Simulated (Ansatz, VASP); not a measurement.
## Si in VASP and in Ansatz

The input INCAR:

```
ALGO = Normal ; EDIFF = 1E-6
EDIFFG = -0.003 ; ENCUT = 520
GGA = CA ; IBRION = 2
ISIF = 2 ; ISMEAR = 0
LASPH = True ; LCHARG = False
LREAL = False ; LWAVE = False
NELM = 60 ; NSW = 80
PREC = Accurate ; SIGMA = 0.01
```

Contents of KPOINTS:

```
k-points
0
Gamma
  6 6 6
```

Contents of POSCAR:

```
Si
1.0
    5.4019924197      0.0000000000      0.0000000000
    0.0000000000      5.4019924197      0.0000000000
    0.0000000000      0.0000000000      5.4019924197
Si
8
Direct
    0.0000000000      0.0000000000      0.0000000000
    0.0000000000      0.5000000000      0.5000000000
    0.5000000000      0.0000000000      0.5000000000
    0.5000000000      0.5000000000      0.0000000000
    0.2500000000      0.2500000000      0.2500000000
    0.2500000000      0.7500000000      0.7500000000
    0.7500000000      0.2500000000      0.7500000000
    0.7500000000      0.7500000000      0.2500000000
```

Input for Ansatz:

```yaml
crystal:
  lattice:
    - [5.4019924197, 0.0, 0.0]
    - [0.0, 5.4019924197, 0.0]
    - [0.0, 0.0, 5.4019924197]
  atoms:
    - { symbol: Si, position: [0.0, 0.0, 0.0] }
    - { symbol: Si, position: [0.0, 0.5, 0.5] }
    - { symbol: Si, position: [0.5, 0.0, 0.5] }
    - { symbol: Si, position: [0.5, 0.5, 0.0] }
    - { symbol: Si, position: [0.25, 0.25, 0.25] }
    - { symbol: Si, position: [0.25, 0.75, 0.75] }
    - { symbol: Si, position: [0.75, 0.25, 0.75] }
    - { symbol: Si, position: [0.75, 0.75, 0.25] }
scf:
  occupations: { method: fixed }
output:
  forces: true
  stress: true
  eigenvalues: true
hamiltonian:
  xc: lda
kpoints:
  mp_grid: { grid: [6, 6, 6] }
relax:
  f_tol: 0.003
```

Alike in both runs: task relaxation of the atoms; functional LDA; k mesh 6 × 6 × 6; no spin polarisation.

|  | VASP | Ansatz |
| --- | --- | --- |
| version | VASP 6.6.1 | Ansatz 0.2.0 |
| potentials or method | VASP PAW LDA potentials, release 64 (Si) | scalar-relativistic, plane waves, PAW |
| plane-wave cutoff (eV) | 520 | 420 |
| occupations | gaussian, width 0.01 eV | fixed |
| valence electrons in the cell | 32 | 32 |

```csv
,VASP,Ansatz,Ansatz less VASP
"gap on the k mesh at the Fermi level, each at its own relaxed structure (eV)",0.44,0.44,+0.002
```

LDA's correlation is that of Perdew and Zunger in VASP and of Perdew and Wang (1992) in Ansatz. Ansatz's warnings: stress scf threshold loose.

Noted on VASP's run: the relaxation stopped at its first step, so nothing moved.
